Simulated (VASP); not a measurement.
Wanted: the native input for a VASP 6.6.1 run.

```
Task                   : relaxation of cell and atoms
Functional             : PBE
Potentials or basis    : VASP PAW PBE potentials, release 64 (Te, W_sv)
Cutoff                 : 500 eV
k mesh                 : 8 × 8 × 8
Occupations            : gaussian, width 0.1 eV
Spin                   : no spin polarisation
Dipole correction      : no
Further INCAR settings : ALGO = Normal; EDIFF = 1e-07; IBRION = 2; EDIFFG = -0.01; NSW = 100; ISIF = 3
```

The structure of Te5W lies in POSCAR:

```
Te5W
1.0
    0.0000000000      4.3589006180      4.3589006180
    4.3589006180      0.0000000000      4.3589006180
    4.3589006180      4.3589006180      0.0000000000
Te W
5 1
Direct
    0.6260638431      0.6260638431      0.6260638431
    0.1218084706      0.6260638431      0.6260638431
    0.6260638431      0.6260638431      0.1218084706
    0.6260638431      0.1218084706      0.6260638431
    0.2500000000      0.2500000000      0.2500000000
    0.0000000000      0.0000000000      0.0000000000
```

One way to write it, as run:

INCAR

```
ALGO = Normal
EDIFF = 1E-7
EDIFFG = -0.01
ENCUT = 500
GGA = PE
GGA_COMPAT = F
IBRION = 2
ISIF = 3
ISMEAR = 0
LASPH = T
LCHARG = F
LREAL = F
LWAVE = F
NELM = 120
NELMIN = 4
NSW = 100
PREC = Accurate
SIGMA = 0.1
```

KPOINTS

```
k-points
0
Gamma
  8 8 8
```

Potentials or basis: VASP PAW PBE potentials, release 64 (Te, W_sv).

Command:

```console
$ cat potpaw_PBE.64/Te/POTCAR potpaw_PBE.64/W_sv/POTCAR > POTCAR
$ mpirun -np 1 vasp_std > vasp.out
```

It gave:

- Relaxed volume: 27.37 Å³/atom
- Relaxed cell: a = 6.146 Å, b = 6.146 Å, c = 6.146 Å, α = 60.00°, β = 60.00°, γ = 60.00°
- Space group after relaxing (to 0.05 Å): F-43m (No. 216)
- Energy gained by relaxing: 0.4 meV/atom
- Ionic steps: 5
- Pressure after relaxing: 0.0 GPa
- Largest force after relaxing: 0.004 eV/Å
- Band gap on the k mesh: zero (band 22 reaches 8.53 eV, above the bottom of band 23 at 7.95 eV)

Caveat: spin-orbit coupling is left out, which moves the levels of the heavy elements.

Wall time 5.8 min on 1 thread of Intel(R) Xeon(R) 6975P-C (Granite Rapids), with other jobs on the host, peak memory 0.39 GiB.
